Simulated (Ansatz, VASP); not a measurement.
YInCu4: VASP beside Ansatz

```
CELL_PARAMETERS angstrom
0.00000 3.52017 3.52017
3.52017 0.00000 3.52017
3.52017 3.52017 0.00000
ATOMIC_POSITIONS crystal
Y 0.00000 0.00000 0.00000
In 0.25000 0.25000 0.25000
Cu 0.62455 0.12634 0.62455
Cu 0.62455 0.62455 0.12634
Cu 0.62455 0.62455 0.62455
Cu 0.12634 0.62455 0.62455
```

Alike in both runs: functional LDA; k mesh 8 × 8 × 8; occupations fermi-dirac, width 0.05 eV; no spin polarisation.

Ansatz relaxed the structure, and its values are those at the end. VASP's run is a single point on that final structure, the one shown.

```csv
,VASP,Ansatz
version,VASP 6.6.1,Ansatz 0.2.0
potentials or method,"VASP PAW LDA potentials, release 64 (Y_sv, In_d, Cu)","PAW with Ansatz's default frozen-core files, scalar-relativistic"
plane-wave cutoff (eV),520,420
valence electrons in the cell,68,100
```

VASP gave:

| Property | Result |
| --- | --- |
| pressure (GPa) | 0.5 |

Estimate Ansatz's values.

pressure (GPa): 0.0.

LDA's correlation is that of Perdew and Zunger in VASP and of Perdew and Wang (1992) in Ansatz. VASP's potentials hold 68 valence electrons a cell and Ansatz's 100, so a difference there can come from the potentials and not from the codes.
